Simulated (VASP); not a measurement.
# C24N in VASP: a series of runs

Runs on C24N. Level: PBE+D3(BJ). Tasks: single point.

Program: VASP 6.6.1. These are calculated values, not measurements. Logs are shortened: lines on timing, memory, paths and dates and some standing lists are left out, and cuts for length are marked.

### 1 The cell of the first run

The cell holds a slab with vacuum, 25 atoms: a = 4.930 Å, b = 4.930 Å, c = 25.738 Å, α = 90.00°, β = 90.00°, γ = 120.00°.

### 2 Single point, PBE+D3(BJ)

Contents of INCAR:

```
SYSTEM = C24N
  ALGO = Normal
  DIPOL = 0.5 0.5 0.469
  EDIFF = 1E-7
  ENCUT = 520
  GGA = PE
  IDIPOL = 3
  ISIF = 2
  ISMEAR = 0
  IVDW = 12
  LASPH = .True.
  LCHARG = .False.
  LDIPOL = .True.
  LREAL = Auto
  LWAVE = .False.
  NBANDS = 68
  NELM = 60
  PREC = Accurate
  SIGMA = 0.1
```

Contents of KPOINTS:

```
k-points
0
Gamma
  6 6 1
  0 0 0
```

Contents of POSCAR:

```
C24N
1.0
    4.9299593294      0.0000000000      0.0000000000
   -2.4649796647      4.2694700189      0.0000000000
    0.0000000000      0.0000000000     25.7384327567
C N
24 1
Direct
    0.0000000000      0.0000000000      0.3302454472
    0.0000000000      0.5000000000      0.3302454472
    0.5000000000      0.0000000000      0.3302454472
    0.5000000000      0.5000000000      0.3302454472
    0.1666666667      0.3333333333      0.3302454380
    0.1666666667      0.8333333333      0.3302454380
    0.6666666667      0.3333333333      0.3302454380
    0.6666666667      0.8333333333      0.3302454380
   -0.0113821384     -0.0055918210      0.4609191483
   -0.0114178168      0.4944013313      0.4609110333
    0.4885695188     -0.0055859512      0.4609884470
    0.4885858497      0.4943746911      0.4609182620
    0.3218959987      0.1610495831      0.4609083055
    0.3218803332      0.6610484445      0.4609710588
    0.8219120419      0.1610765893      0.4609707841
    0.8219169014      0.6610333414      0.4609169936
   -0.0068691963     -0.0190249834      0.5911450503
   -0.0137562812      0.4798417168      0.5926883788
    0.4824535064     -0.0163276344      0.6006052320
    0.4851248545      0.4729922357      0.5911468728
    0.1545144031      0.3115885966      0.5926943623
    0.1477521956      0.8104129929      0.5911320784
    0.6557080257      0.3183649979      0.5911386912
    0.6584422653      0.8076528511      0.6005328111
    0.5704765051      0.8954817899      0.6489576389
```

Potentials or basis: VASP PAW PBE potentials, release 64 (C, N).

The run is started by

```
$ cat potpaw_PBE.64/C/POTCAR potpaw_PBE.64/N/POTCAR > POTCAR
$ mpirun -np 1 vasp_std > vasp.out
```

OUTCAR:

```text
SYSTEM = C24N
   EDIFF = 1E-7
   ENCUT = 520
   GGA = PE
   ISIF = 2
   ISMEAR = 0
   IVDW = 12
   LASPH = .True.
   LREAL = Auto
   NELM = 60
   PREC = Accurate
 IVDW          = 12

 ion  position               nearest neighbor table
   1  0.000  0.000  0.330-   8 1.42   5 1.42   6 1.42
   2  0.000  0.500  0.330-   7 1.42   6 1.42   5 1.42
   3  0.500  0.000  0.330-   6 1.42   7 1.42   8 1.42
   4  0.500  0.500  0.330-   5 1.42   8 1.42   7 1.42
   5  0.167  0.333  0.330-   4 1.42   1 1.42   2 1.42
   6  0.167  0.833  0.330-   3 1.42   2 1.42   1 1.42
[... 10 lines left out ...]
  17  0.993  0.981  0.591-  22 1.39  21 1.41  24 1.45
  18  0.986  0.480  0.593-  23 1.41  22 1.41  21 1.44
  19  0.482  0.984  0.601-  23 1.45  22 1.45  25 1.45  24 1.50
  20  0.485  0.473  0.591-  23 1.39  21 1.41  24 1.45
  21  0.155  0.312  0.593-  20 1.41  17 1.41  18 1.44
  22  0.148  0.810  0.591-  17 1.39  18 1.41  19 1.45
  23  0.656  0.318  0.591-  20 1.39  18 1.41  19 1.45
  24  0.658  0.808  0.601-  20 1.45  17 1.45  25 1.45  19 1.50
  25  0.570  0.895  0.649-  19 1.45  24 1.45

  LATTYP: Found a hexagonal cell.
 ALAT       =     4.9299593294
 C/A-ratio  =     5.2208205052

  Lattice vectors:

 A1 = (   4.9299593294,   0.0000000000,   0.0000000000)
 A2 = (  -2.4649796647,   4.2694700189,   0.0000000000)
 A3 = (   0.0000000000,   0.0000000000,  25.7384327567)

Analysis of symmetry for initial positions (statically):
=====================================================================
 Subroutine PRICEL returns:
 Original cell was already a primitive cell.

 Routine SETGRP: Setting up the symmetry group for a
 hexagonal supercell.

 Subroutine GETGRP returns: Found  1 space group operations
 (whereof  1 operations were pure point group operations)
 out of a pool of 24 trial point group operations.

The static configuration has the point symmetry C_1 .

Analysis of symmetry for dynamics (positions and initial velocities):
=====================================================================
 Subroutine PRICEL returns:
 Original cell was already a primitive cell.

 Routine SETGRP: Setting up the symmetry group for a
 hexagonal supercell.

 Subroutine GETGRP returns: Found  1 space group operations
 (whereof  1 operations were pure point group operations)
 out of a pool of 24 trial point group operations.

The dynamic configuration has the point symmetry C_1 .

 Subroutine INISYM returns: Found  1 space group operations
 (whereof  1 operations are pure point group operations),
 and found     1 'primitive' translations

----------------------------------------------------------------------------------------

                                     Primitive cell

  volume of cell :     541.7506

  direct lattice vectors                    reciprocal lattice vectors
     4.929959329  0.000000000  0.000000000     0.202841430  0.117110554  0.000000000
    -2.464979665  4.269470019  0.000000000     0.000000000  0.234221108  0.000000000
     0.000000000  0.000000000 25.738432757     0.000000000  0.000000000  0.038852404

  length of vectors
     4.929959329  4.929959329 25.738432757     0.234221108  0.234221108  0.038852404

  position of ions in fractional coordinates (direct lattice)
     0.000000000  0.000000000  0.330245447
     0.000000000  0.500000000  0.330245447
     0.500000000  0.000000000  0.330245447
     0.500000000  0.500000000  0.330245447
     0.166666667  0.333333333  0.330245438
     0.166666667  0.833333333  0.330245438
[... 17 lines left out ...]
     0.658442265  0.807652851  0.600532811
     0.570476505  0.895481790  0.648957639

  ion indices of the primitive-cell ions
   primitive index   ion index
                 1           1
                 2           2
                 3           3
                 4           4
                 5           5
                 6           6
[... 17 lines left out ...]
                24          24
                25          25

----------------------------------------------------------------------------------------

 KPOINTS: k-points

Automatic generation of k-mesh.
 Grid dimensions read from file:
 generate k-points for:    6    6    1

 Generating k-lattice:

  Cartesian coordinates                     Fractional coordinates (reciprocal lattice)
     0.033806905  0.019518426  0.000000000     0.166666667  0.000000000  0.000000000
     0.000000000  0.039036851  0.000000000     0.000000000  0.166666667  0.000000000
     0.000000000  0.000000000  0.038852404     0.000000000  0.000000000  1.000000000

  Length of vectors
     0.039036851  0.039036851  0.038852404

  Shift w.r.t. Gamma in fractional coordinates (k-lattice)
     0.000000000  0.000000000  0.000000000

 Subroutine IBZKPT returns following result:
 ===========================================

 Found     20 irreducible k-points:

 Following reciprocal coordinates:
            Coordinates               Weight
  0.000000  0.000000  0.000000      1.000000
  0.166667  0.000000  0.000000      2.000000
  0.000000  0.166667  0.000000      2.000000
 -0.166667  0.166667  0.000000      2.000000
  0.333333 -0.000000  0.000000      2.000000
  0.000000  0.333333  0.000000      2.000000
[... 12 lines left out ...]
  0.500000 -0.166667  0.000000      2.000000
  0.333333  0.333333  0.000000      2.000000
   k-points           NKPTS =     20   k-points in BZ     NKDIM =     20   number of bands    NBANDS=     68
   number of dos      NEDOS =    301   number of ions     NIONS =     25
   total plane-waves  NPLWV = 307200
   dimension x,y,z NGX =    40 NGY =   40 NGZ =  192
   dimension x,y,z NGXF=    80 NGYF=   80 NGZF=  384
   ions per type =              24   1
   NGX,Y,Z   is equivalent  to a cutoff of  13.49, 13.49, 12.40 a.u.
   NGXF,Y,Z  is equivalent  to a cutoff of  26.98, 26.98, 24.80 a.u.
 SYSTEM =  C24N
   PREC   = accura    normal or accurate (medium, high low for compatibility)
   ISTART =      0    job   : 0-new  1-cont  2-samecut
   ICHARG =      2    charge: 1-file 2-atom 10-const
   ISPIN  =      1    spin polarized calculation?
   LNONCOLLINEAR =      F non collinear calculations
   LSORBIT =      F    spin-orbit coupling
   LASPH  =      T    aspherical Exc in radial PAW
   ENCUT  =  520.0 eV  38.22 Ry    6.18 a.u.   9.17  9.17 47.86*2*pi/ulx,y,z
   NELM   =     60;   NELMIN=  2; NELMDL= -5     # of ELM steps
   EDIFF  = 0.1E-06   stopping-criterion for ELM
   LREAL  =      T    real-space projection
   EDIFFG = 0.1E-05   stopping-criterion for IOM
   NSW    =      0    number of steps for IOM
   IBRION =     -1    ionic relax: 0-MD 1-quasi-New 2-CG
   NFREE  =      0    steps in history (QN), initial steepest desc. (CG)
   ISIF   =      2    stress and relaxation
   ISYM   =      2    0-nonsym 1-usesym 2-fastsym
   POTIM  = 0.5000    time-step for ionic-motion
   TEBEG  =    0.0;   TEEND  =   0.0 temperature during run
   PSTRESS=    0.0 pullay stress
   NELECT =     101.0000    total number of electrons
   NUPDOWN=      -1.0000    fix difference up-down
   EMIN   =  10.00;   EMAX   =-10.00  energy-range for DOS
   EFERMI =   0.00;   METHOD = LEGACY
   ISMEAR =     0;   SIGMA  =   0.10  broadening in eV -4-tet -1-fermi 0-gaus
   EFERMI_NEDOS =   21; number of points for ismear=-14 and -15
   IALGO  =     38    algorithm
   IMIX   =      4    mixing-type and parameters
     AMIX     =   0.40;   BMIX     =  1.00
     AMIX_MAG =   1.60;   BMIX_MAG =  1.00
  volume/ion in A,a.u.               =      21.67       146.24
  Fermi-wavevector in a.u.,A,eV,Ry     =   0.935224  1.767316 11.900245  0.874643
  Thomas-Fermi vector in A             =   2.062109
   LORBIT       =      0    0 simple, 1 ext, 2 COOP (PROOUT), +10 PAW based schemes
   GGA     = PE    functional components
   LHFCALC =     F    Hartree Fock is set to
   AEXX    =    0.0000 exact exchange contribution
   IVDW    =    12    specifies the selected vdW correction
   LEPSILON=     F    determine dielectric tensor
   LRPA    =     F    only Hartree local field effects (RPA)
 non-spin polarized calculation
 Gauss-broadening in eV      SIGMA  =   0.10
  energy-cutoff  :      520.00
  volume of cell :      541.75
 maximum number of plane-waves:     14630
 NGX is ok and might be reduce to    40
   NGX = 19   NGY = 19   NGZ = 95

 dipolmoment           0.000000      0.000000     -0.166943 electrons x Angstroem

 number of electron     101.0000001 magnetization

 dipolmoment           0.000000      0.000000      0.278130 electrons x Angstroem

 Free energy of the ion-electron system (eV)
  ---------------------------------------------------
  ext. energy  EPLUGINS =         0.00000000
  ---------------------------------------------------
  free energy    TOTEN  =      -224.99981518 eV

  energy without entropy =     -224.98105243  energy(sigma->0) =     -224.99043381

 E-fermi :  -1.4731     XC(G=0):  -4.5696

 val. band max:       -1.5015796364   @ k =   0.5000  -0.1667   0.0000
 cond. band min:      -1.4636488875   @ k =   0.5000   0.0000   0.0000
 fundamental gap:      0.0379307489
 Fermi energy:        -1.4730551736

 k-point     1 :       0.0000    0.0000    0.0000
  band No.  band energies     occupation
      1     -22.0704      2.00000
      2     -21.0212      2.00000
      3     -20.8654      2.00000
      4     -18.6559      2.00000
      5     -15.7364      2.00000
      6     -15.7361      2.00000
[... 54 lines left out ...]
     61       3.3327      0.00000
     62       3.4164      0.00000

 k-point     2 :       0.1667    0.0000    0.0000
  band No.  band energies     occupation
      1     -21.9847      2.00000
      2     -20.8564      2.00000
      3     -20.7021      2.00000
      4     -18.7594      2.00000
      5     -17.0204      2.00000
      6     -16.9007      2.00000
[... 54 lines left out ...]
     61       3.6377      0.00000
     62       3.6989      0.00000

 k-point     3 :       0.0000    0.1667    0.0000
  band No.  band energies     occupation
      1     -21.9847      2.00000
      2     -20.8564      2.00000
      3     -20.7021      2.00000
      4     -18.7595      2.00000
      5     -17.0206      2.00000
      6     -16.9004      2.00000
[... 1094 lines left out ...]
     61       4.9538      0.00000
     62       4.9682      0.00000

 k-point    20 :       0.3333    0.3333    0.0000
  band No.  band energies     occupation
      1     -21.6034      2.00000
      2     -19.0682      2.00000
      3     -19.0667      2.00000
      4     -19.0645      2.00000
      5     -18.9397      2.00000
      6     -18.9323      2.00000
[... 54 lines left out ...]
     61       4.8487      0.00000
     62       5.0419      0.00000
 [bands above 62 left out]

------------------------ aborting loop because EDIFF is reached ----------------------------------------

 vacuum level on the upper side and lower side of the slab       (xc-potential included)         1.156        -1.185

 Edisp (eV)   -3.22241

 E8    (eV) :    -0.9427

  FORCE on cell =-STRESS in cart. coord.  units (eV):
  Direction    XX          YY          ZZ          XY          YZ          ZX
  --------------------------------------------------------------------------------------
  -------------------------------------------------------------------------------------
  Total       5.95147     6.65702     0.06074     0.62211     0.00539     0.01195
  in kB      17.60093    19.68752     0.17963     1.83985     0.01595     0.03534
  external pressure =       12.49 kB  Pullay stress =        0.00 kB

 VOLUME and BASIS-vectors are now :
 -----------------------------------------------------------------------------
  energy-cutoff  :      520.00
  volume of cell :      541.75
      direct lattice vectors                 reciprocal lattice vectors
     4.929959329  0.000000000  0.000000000     0.202841430  0.117110554  0.000000000
    -2.464979665  4.269470019  0.000000000     0.000000000  0.234221108  0.000000000
     0.000000000  0.000000000 25.738432757     0.000000000  0.000000000  0.038852404

 POSITION                                       TOTAL-FORCE (eV/Angst)
 -----------------------------------------------------------------------------------
      0.00000      0.00000      8.50000        -0.002465     -0.001237      0.011737
     -1.23249      2.13474      8.50000        -0.002880     -0.001696      0.011810
      2.46498      0.00000      8.50000        -0.002916     -0.001675      0.010653
      1.23249      2.13474      8.50000        -0.002959     -0.002229      0.011747
      0.00000      1.42316      8.50000         0.003520      0.000870     -0.016475
     -1.23249      3.55789      8.50000         0.003666      0.001330     -0.016187
[... 17 lines left out ...]
      1.25525      3.44825     15.45677         0.068258     -0.024943     -0.062575
      0.60508      3.82323     16.70315        -0.004899      0.004096      0.175401
 -----------------------------------------------------------------------------------
    total drift:                               -0.015707      0.004293      0.006228

  FREE ENERGIE OF THE ION-ELECTRON SYSTEM (eV)
  ---------------------------------------------------
  free  energy   TOTEN  =      -228.2222238295 eV

  energy  without entropy=     -228.2034610889  energy(sigma->0) =     -228.21284246

 vacuum level on the upper side and lower side of the slab         5.199         2.807
```

It took 28 min on 1 thread of Intel Xeon 6975P-C (Granite Rapids), shared host; peak memory 0.87 GiB.

What came out:

* Free energy: -228.2222 eV
* Largest force: 0.176 eV/Å
* Band gap on the k mesh: zero (an odd number of electrons rules out a gap without spin polarisation)
* Dispersion energy per atom: -0.129 eV

Forces in eV/Å, atoms in the order of the input:
```
C   -0.002 -0.001  0.012
C   -0.003 -0.002  0.012
C   -0.003 -0.002  0.011
C   -0.003 -0.002  0.012
C    0.004  0.001 -0.016
C    0.004  0.001 -0.016
C    0.003  0.001 -0.016
C    0.003  0.001 -0.015
C   -0.005 -0.004  0.003
C   -0.005 -0.003  0.004
C   -0.005 -0.003  0.000
C   -0.004 -0.002  0.005
C   -0.002  0.001  0.002
C   -0.002 -0.001  0.005
C   -0.002 -0.001  0.003
C   -0.002  0.000  0.002
C   -0.001 -0.003 -0.011
C    0.015 -0.002 -0.010
C   -0.052  0.042 -0.061
C    0.003 -0.007 -0.014
C   -0.007  0.011 -0.006
C    0.006  0.005 -0.007
C   -0.001 -0.009 -0.009
C    0.068 -0.025 -0.063
N   -0.005  0.004  0.175
```

Caveat: an odd number of electrons without spin polarisation forces a metal; a magnetic or distorted state may lie lower.

(Continued in part 2 of 2.)

The gap in the log of VASP goes by the Fermi energy; the results here count the filled bands.